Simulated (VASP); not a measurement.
# Mo in VASP: a series of runs

The runs below take Mo through single point, with PBEsol.

Program: VASP 6.6.1. These are calculated values, not measurements. Logs are shortened: lines on timing, memory, paths and dates and some standing lists are left out, and cuts for length are marked.

## Step 1: The cell of the first run

The structure is cubic, space group Im-3m (No. 229). The conventional cell has a = 3.393 Å, b = 3.393 Å, c = 3.393 Å, α = 90.00°, β = 90.00°, γ = 90.00°. Mo (site symmetry m-3m) has 14 Mo at 2.94 to 3.39 Å within 3.9 Å.

## Step 2: Single point, PBEsol (strain +0.080 along x and y, +0.080 along z)

File INCAR:

```
SYSTEM = Mo
PREC     = Accurate       ! precision mode
ENCUT    = 520            ! plane-wave cutoff, eV
EDIFF    = 1E-6           ! SCF threshold, eV
ISMEAR   = 0              ! smearing method
SIGMA    = 0.15           ! smearing width, eV
LREAL    = .FALSE.        ! projectors in reciprocal space
LASPH    = .TRUE.         ! aspherical terms in the spheres
NELM     = 60             ! most SCF steps
ALGO     = Fast           ! electronic algorithm
ISIF     = 2              ! what is computed and relaxed
LWAVE    = .FALSE.        ! write WAVECAR
LCHARG   = .FALSE.        ! write CHGCAR
GGA      = PS             ! functional
NBANDS   = 13             ! bands
```

File KPOINTS:

```
regular mesh
0
G
  22 22 22
  0 0 0
```

File POSCAR:

```
Mo
1.0
   -1.6966800000      1.6966800000      1.6966800000
    1.6966800000     -1.6966800000      1.6966800000
    1.6966800000      1.6966800000     -1.6966800000
Mo
1
Direct
    0.0000000000      0.0000000000      0.0000000000
```

Potentials or basis: VASP PAW PBE potentials, release 64 (Mo_sv).

On the command line:

```sh
cat potpaw_PBE.64/Mo_sv/POTCAR > POTCAR
mpirun -np 1 vasp_std > vasp.out
```

OUTCAR:

```text
SYSTEM = Mo
   PREC = Accurate
   ENCUT = 520
   EDIFF = 1E-6
   ISMEAR = 0
   LREAL = .FALSE.
   LASPH = .TRUE.
   NELM = 60
   ISIF = 2
   GGA = PS

 ion  position               nearest neighbor table
   1  0.000  0.000  0.000-

  LATTYP: Found a body centered cubic cell.
 ALAT       =     3.3933600000

  Lattice vectors:

 A1 = (  -1.6966800000,   1.6966800000,   1.6966800000)
 A2 = (   1.6966800000,  -1.6966800000,   1.6966800000)
 A3 = (   1.6966800000,   1.6966800000,  -1.6966800000)

Analysis of symmetry for initial positions (statically):
=====================================================================
 Subroutine PRICEL returns:
 Original cell was already a primitive cell.

 Routine SETGRP: Setting up the symmetry group for a
 body centered cubic supercell.

 Subroutine GETGRP returns: Found 48 space group operations
 (whereof 48 operations were pure point group operations)
 out of a pool of 48 trial point group operations.

The static configuration has the point symmetry O_h .

Analysis of symmetry for dynamics (positions and initial velocities):
=====================================================================
 Subroutine PRICEL returns:
 Original cell was already a primitive cell.

 Routine SETGRP: Setting up the symmetry group for a
 body centered cubic supercell.

 Subroutine GETGRP returns: Found 48 space group operations
 (whereof 48 operations were pure point group operations)
 out of a pool of 48 trial point group operations.

The dynamic configuration has the point symmetry O_h .

 Subroutine INISYM returns: Found 48 space group operations
 (whereof 48 operations are pure point group operations),
 and found     1 'primitive' translations

----------------------------------------------------------------------------------------

                                     Primitive cell

  volume of cell :      19.5371

  direct lattice vectors                    reciprocal lattice vectors
    -1.696680000  1.696680000  1.696680000     0.000000000  0.294693165  0.294693165
     1.696680000 -1.696680000  1.696680000     0.294693165  0.000000000  0.294693165
     1.696680000  1.696680000 -1.696680000     0.294693165  0.294693165  0.000000000

  length of vectors
     2.938735964  2.938735964  2.938735964     0.416759071  0.416759071  0.416759071

  position of ions in fractional coordinates (direct lattice)
     0.000000000  0.000000000  0.000000000

  ion indices of the primitive-cell ions
   primitive index   ion index
                 1           1

----------------------------------------------------------------------------------------

 KPOINTS: regular mesh

Automatic generation of k-mesh.
 Grid dimensions read from file:
 generate k-points for:   22   22   22

 Generating k-lattice:

  Cartesian coordinates                     Fractional coordinates (reciprocal lattice)
     0.000000000  0.013395144  0.013395144     0.045454545  0.000000000  0.000000000
     0.013395144  0.000000000  0.013395144     0.000000000  0.045454545  0.000000000
     0.013395144  0.013395144  0.000000000     0.000000000  0.000000000  0.045454545

  Length of vectors
     0.018943594  0.018943594  0.018943594

  Shift w.r.t. Gamma in fractional coordinates (k-lattice)
     0.000000000  0.000000000  0.000000000

 Subroutine IBZKPT returns following result:
 ===========================================

 Found    328 irreducible k-points:

 Following reciprocal coordinates:
            Coordinates               Weight
  0.000000  0.000000  0.000000      1.000000
  0.045455  0.000000  0.000000     12.000000
  0.090909  0.000000  0.000000     12.000000
  0.136364  0.000000  0.000000     12.000000
  0.181818  0.000000  0.000000     12.000000
  0.227273  0.000000  0.000000     12.000000
[... 16 lines left out ...]
  0.090909  0.090909  0.000000     24.000000
  0.136364  0.090909 -0.000000     48.000000
 [... further k-points ...]
   k-points           NKPTS =    328   k-points in BZ     NKDIM =    328   number of bands    NBANDS=     13
   number of dos      NEDOS =    301   number of ions     NIONS =      1
   total plane-waves  NPLWV =  13824
   dimension x,y,z NGX =    24 NGY =   24 NGZ =   24
   dimension x,y,z NGXF=    48 NGYF=   48 NGZF=   48
   ions per type =               1
   NGX,Y,Z   is equivalent  to a cutoff of  13.58, 13.58, 13.58 a.u.
   NGXF,Y,Z  is equivalent  to a cutoff of  27.15, 27.15, 27.15 a.u.
 SYSTEM =  Mo
   PREC   = accura    normal or accurate (medium, high low for compatibility)
   ISTART =      0    job   : 0-new  1-cont  2-samecut
   ICHARG =      2    charge: 1-file 2-atom 10-const
   ISPIN  =      1    spin polarized calculation?
   LNONCOLLINEAR =      F non collinear calculations
   LSORBIT =      F    spin-orbit coupling
   LASPH  =      T    aspherical Exc in radial PAW
   ENCUT  =  520.0 eV  38.22 Ry    6.18 a.u.   5.46  5.46  5.46*2*pi/ulx,y,z
   NELM   =     60;   NELMIN=  2; NELMDL= -5     # of ELM steps
   EDIFF  = 0.1E-05   stopping-criterion for ELM
   LREAL  =      F    real-space projection
   EDIFFG = 0.1E-04   stopping-criterion for IOM
   NSW    =      0    number of steps for IOM
   IBRION =     -1    ionic relax: 0-MD 1-quasi-New 2-CG
   NFREE  =      0    steps in history (QN), initial steepest desc. (CG)
   ISIF   =      2    stress and relaxation
   ISYM   =      2    0-nonsym 1-usesym 2-fastsym
   POTIM  = 0.5000    time-step for ionic-motion
   TEBEG  =    0.0;   TEEND  =   0.0 temperature during run
   PSTRESS=    0.0 pullay stress
   NELECT =      14.0000    total number of electrons
   NUPDOWN=      -1.0000    fix difference up-down
   EMIN   =  10.00;   EMAX   =-10.00  energy-range for DOS
   EFERMI =   0.00;   METHOD = LEGACY
   ISMEAR =     0;   SIGMA  =   0.15  broadening in eV -4-tet -1-fermi 0-gaus
   EFERMI_NEDOS =   21; number of points for ismear=-14 and -15
   IALGO  =     68    algorithm
   IMIX   =      4    mixing-type and parameters
     AMIX     =   0.40;   BMIX     =  1.00
     AMIX_MAG =   1.60;   BMIX_MAG =  1.00
  volume/ion in A,a.u.               =      19.54       131.84
  Fermi-wavevector in a.u.,A,eV,Ry     =   1.464977  2.768406 29.200260  2.146159
  Thomas-Fermi vector in A             =   2.580889
   LORBIT       =      0    0 simple, 1 ext, 2 COOP (PROOUT), +10 PAW based schemes
   GGA     = PS    functional components
   LHFCALC =     F    Hartree Fock is set to
   AEXX    =    0.0000 exact exchange contribution
   IVDW    =     0    specifies the selected vdW correction
   LEPSILON=     F    determine dielectric tensor
   LRPA    =     F    only Hartree local field effects (RPA)
 non-spin polarized calculation
 RMM-DIIS sequential band-by-band and
 Gauss-broadening in eV      SIGMA  =   0.15
  energy-cutoff  :      520.00
  volume of cell :       19.54
 maximum number of plane-waves:       543
 NGX is ok and might be reduce to    24
   NGX = 11   NGY = 11   NGZ = 11

 number of electron      13.9999998 magnetization

 Free energy of the ion-electron system (eV)
  ---------------------------------------------------
  ext. energy  EPLUGINS =         0.00000000
  ---------------------------------------------------
  free energy    TOTEN  =       -11.13425444 eV

  energy without entropy =      -11.12576337  energy(sigma->0) =      -11.13000891

 E-fermi :   9.1706     XC(G=0): -12.3115

 val. band max:        9.1661290174   @ k =  -0.2727   0.3182   0.1364
 cond. band min:       9.1779658022   @ k =  -0.2727   0.2727   0.1364
 fundamental gap:      0.0118367848
 Fermi energy:         9.1706400745

 k-point     1 :       0.0000    0.0000    0.0000
  band No.  band energies     occupation
      1     -52.0633      2.00000
      2     -25.7131      2.00000
      3     -25.7131      2.00000
      4     -25.7131      2.00000
      5       2.7549      2.00000
      6       8.1849      2.00000
      7       8.1849      2.00000
      8       8.1849      2.00000
      9      10.4418      0.00000
     10      10.4418      0.00000
     11      23.5646      0.00000
     12      23.5646      0.00000
     13      23.5646      0.00000

 k-point     2 :       0.0455    0.0000    0.0000
  band No.  band energies     occupation
      1     -52.0613      2.00000
      2     -25.7274      2.00000
      3     -25.7177      2.00000
      4     -25.7131      2.00000
      5       2.8275      2.00000
      6       8.1485      2.00000
      7       8.1802      2.00000
      8       8.2485      2.00000
      9      10.3913      0.00000
     10      10.4435      0.00000
     11      23.6091      0.00000
     12      23.6601      0.00000
     13      23.6815      0.00000

 k-point     3 :       0.0909    0.0000    0.0000
  band No.  band energies     occupation
      1     -52.0551      2.00000
      2     -25.7691      2.00000
      3     -25.7313      2.00000
      4     -25.7132      2.00000
      5       3.0408      2.00000
      6       8.0440      2.00000
      7       8.1597      2.00000
      8       8.4376      2.00000
      9      10.2642      0.00000
     10      10.4500      0.00000
     11      23.7149      0.00000
     12      23.8932      0.00000
     13      24.0260      0.00000

 k-point     4 :       0.1364    0.0000    0.0000
  band No.  band energies     occupation
      1     -52.0454      2.00000
      2     -25.8343      2.00000
      3     -25.7526      2.00000
      4     -25.7133      2.00000
      5       3.3790      2.00000
      6       7.8850      2.00000
      7       8.1095      2.00000
      8       8.7467      1.99994
      9      10.1222      0.00000
     10      10.4644      0.00000
     11      23.7890      0.00000
     12      24.0957      0.00000
     13      24.5797      0.00000

 k-point     5 :       0.1818    0.0000    0.0000
  band No.  band energies     occupation
      1     -52.0330      2.00000
      2     -25.9173      2.00000
      3     -25.7799      2.00000
      4     -25.7134      2.00000
      5       3.8117      2.00000
      6       7.6898      2.00000
      7       8.0280      2.00000
      8       9.1661      1.03439
      9      10.0316      0.00000
     10      10.4906      0.00000
     11      23.6791      0.00000
     12      23.9965      0.00000
     13      25.3149      0.00000
[... 257 lines left out ...]
 k-point    22 :       0.4545    0.0455    0.0000
  band No.  band energies     occupation
      1     -51.9587      2.00000
      2     -26.3835      2.00000
      3     -25.9410      2.00000
      4     -25.7201      2.00000
      5       5.1083      2.00000
      6       6.7159      2.00000
      7       9.8801      0.00000
      8      10.3881      0.00000
      9      11.0077      0.00000
     10      12.7008      0.00000
     11      17.8492      0.00000
     12      20.6790      0.00000
     13      23.7860      0.00000

 k-point    23 :       0.0909    0.0909    0.0000
  band No.  band energies     occupation
      1     -52.0399      2.00000
      2     -25.8713      2.00000
      3     -25.7511      2.00000
      4     -25.7268      2.00000
      5       3.5758      2.00000
      6       7.8695      2.00000
      7       7.9625      2.00000
      8       8.9766      1.93261
      9      10.0111      0.00000
     10      10.5207      0.00000
     11      23.8913      0.00000
     12      24.3126      0.00000
     13      24.5537      0.00000

 k-point    24 :       0.1364    0.0909   -0.0000
  band No.  band energies     occupation
      1     -52.0280      2.00000
      2     -25.9477      2.00000
      3     -25.7764      2.00000
      4     -25.7309      2.00000
      5       3.9997      2.00000
      6       7.6973      2.00000
      7       7.8444      2.00000
      8       9.4226      0.01751
      9       9.9087      0.00000
     10      10.5827      0.00000
     11      23.8160      0.00000
     12      24.0598      0.00000
     13      25.0732      0.00000

 [... further k-points ...]

------------------------ aborting loop because EDIFF is reached ----------------------------------------

  FORCE on cell =-STRESS in cart. coord.  units (eV):
  Direction    XX          YY          ZZ          XY          YZ          ZX
  --------------------------------------------------------------------------------------
  -------------------------------------------------------------------------------------
  Total       -4.8762547     -4.8762547     -4.8762547      0.0000000      0.0000000      0.0000000
  in kB     -399.8868799   -399.8868799   -399.8868799      0.0000000      0.0000000      0.0000000
  external PRESSURE =    -399.8868799 kB  Pullay stress =       0.0000000 kB

 VOLUME and BASIS-vectors are now :
 -----------------------------------------------------------------------------
  energy-cutoff  :      520.00
  volume of cell :       19.54
      direct lattice vectors                 reciprocal lattice vectors
    -1.696680000  1.696680000  1.696680000     0.000000000  0.294693165  0.294693165
     1.696680000 -1.696680000  1.696680000     0.294693165  0.000000000  0.294693165
     1.696680000  1.696680000 -1.696680000     0.294693165  0.294693165  0.000000000

 POSITION                                       TOTAL-FORCE (eV/Angst)
 -----------------------------------------------------------------------------------
      0.00000      0.00000      0.00000         0.000000      0.000000      0.000000
 -----------------------------------------------------------------------------------
    total drift:                                0.000000      0.000000      0.000000

  FREE ENERGIE OF THE ION-ELECTRON SYSTEM (eV)
  ---------------------------------------------------
  free  energy   TOTEN  =       -11.1342544448 eV

  energy  without entropy=      -11.1257633745  energy(sigma->0) =      -11.13000891
```

Run time: 98 s. Hardware: 1 thread of Intel Xeon 8259CL, shared host; peak memory 0.2 GiB.

Results:

* Free energy: -11.1343 eV
* Pressure: -40.0 GPa
* Band gap on the k mesh: zero (bands 7 and 8 overlap by 3.89 eV)

Levels at points of the mesh, in eV from the Fermi level:
| k point | band 5 | band 6 | band 7 | band 8 | band 9 | band 10 |
| --- | --- | --- | --- | --- | --- | --- |
| (0.00, 0.00, 0.00) | -6.42 | -0.99 | -0.99 | -0.99 | 1.27 | 1.27 |
| (0.50, 0.00, 0.00) | -4.11 | -2.47 | 1.06 | 1.22 | 1.68 | 3.42 |
| (0.50, 0.50, 0.50) | -3.95 | -3.95 | 2.90 | 2.90 | 2.90 | 7.54 |

Caveat: the cell differs from its parent crystal (strain +0.080 along x and y, +0.080 along z); the cell stands under tension; the PAW data sets were made with another functional, which shifts forces and pressure a little.

## Step 3: Single point, PBEsol (strain -0.040 along x and y, -0.080 along z)

File INCAR:

```
PREC = Accurate
ENCUT = 520
EDIFF = 1E-6
ISMEAR = 0
SIGMA = 0.15
LREAL = F
LASPH = T
NELM = 60
ALGO = Fast
ISIF = 2
LWAVE = F
LCHARG = F
GGA = PS
NBANDS = 13
```

File KPOINTS:

```
Automatic mesh
0
Gamma
  22 22 22
```

File POSCAR:

```
Mo
1.0
   -1.5081600000      1.5081600000      1.4453200000
    1.5081600000     -1.5081600000      1.4453200000
    1.5081600000      1.5081600000     -1.4453200000
Mo
1
Direct
    0.0000000000      0.0000000000      0.0000000000
```

Potentials or basis: VASP PAW PBE potentials, release 64 (Mo_sv).

On the command line:

```sh
cat potpaw_PBE.64/Mo_sv/POTCAR > POTCAR
mpirun -np 1 vasp_std > vasp.out
```

Run time: 3.1 min. Hardware: 1 thread of Intel Xeon 8259CL, shared host; peak memory 0.24 GiB.

The run converged. Its results:

| Property | Result |
| --- | --- |
| Free energy | -11.3967 eV |
| Pressure | 60.1 GPa |
| Band gap on the k mesh | zero (bands 7 and 8 overlap by 6.73 eV) |

Stress tensor (GPa, compression positive):
```
53.52  0.00  0.00
 0.00 53.52  0.00
 0.00  0.00 73.24
```

Levels at points of the mesh, in eV from the Fermi level:
```
           k point  band 5  band 6  band 7  band 8  band 9  band 10
(0.00, 0.00, 0.00)   -7.77   -2.18   -1.55   -1.55    1.49     2.33
(0.50, 0.00, 0.00)   -6.55   -4.57    2.16    2.60    3.24     6.12
(0.50, 0.50, 0.00)   -6.42   -3.92    1.55    2.17    2.62     6.01
(0.50, 0.50, 0.50)   -7.05   -6.91    5.01    5.01    5.21    10.13
```

Caveat: the cell differs from its parent crystal (strain -0.040 along x and y, -0.080 along z); the stress differs along the axes, from 54 to 73 GPa; the PAW data sets were made with another functional, which shifts forces and pressure a little.

(Part 1 of 2 ends here.)
